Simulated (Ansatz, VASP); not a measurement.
CsTa2S4: VASP beside Ansatz

```
Cs Ta S
1.0
     3.41077    0.00000    0.00000
    -1.70539    2.95382    0.00000
     0.00000    0.00000   14.66342
Cs Ta S
1 2 4
Direct
  0.33333 0.66667 0.00000
  0.00000 0.00000 0.71627
  0.00000 0.00000 0.28373
  0.66667 0.33333 0.61389
  0.66667 0.33333 0.82163
  0.66667 0.33333 0.17837
  0.66667 0.33333 0.38611
```

Alike in both runs: functional PBE; dispersion D3(BJ); k mesh 12 × 12 × 4; occupations gaussian, width 0.1 eV; no spin polarisation.

Ansatz relaxed the structure, and its values are those at the end. VASP's run is a single point on that final structure, the one shown.

|  | VASP | Ansatz |
| --- | --- | --- |
| version | VASP 6.6.1 | Ansatz 0.2.0 |
| potentials or method | VASP PAW PBE potentials, release 64 (Cs_sv, Ta_pv, S), cutoff 520 eV | scalar-relativistic, plane waves, PAW |
| valence electrons in the cell | 55 | 59 |

Ansatz gave:

| Item | Value |
| --- | --- |
| gap on the k mesh at the Fermi level (eV) | none |
| pressure (GPa) | 0.0 |
| rms of the force components (eV/Å) | 0.004 |

Which values does VASP return?

gap on the k mesh at the Fermi level (eV): none; pressure (GPa): 0.2; rms of the force components (eV/Å): 0.005.

A gap of «none» marks a metal or a gap that the smearing closes. VASP's potentials hold 55 valence electrons a cell and Ansatz's 59, so a difference there can come from the potentials and not from the codes.

Spin-orbit coupling is off throughout.
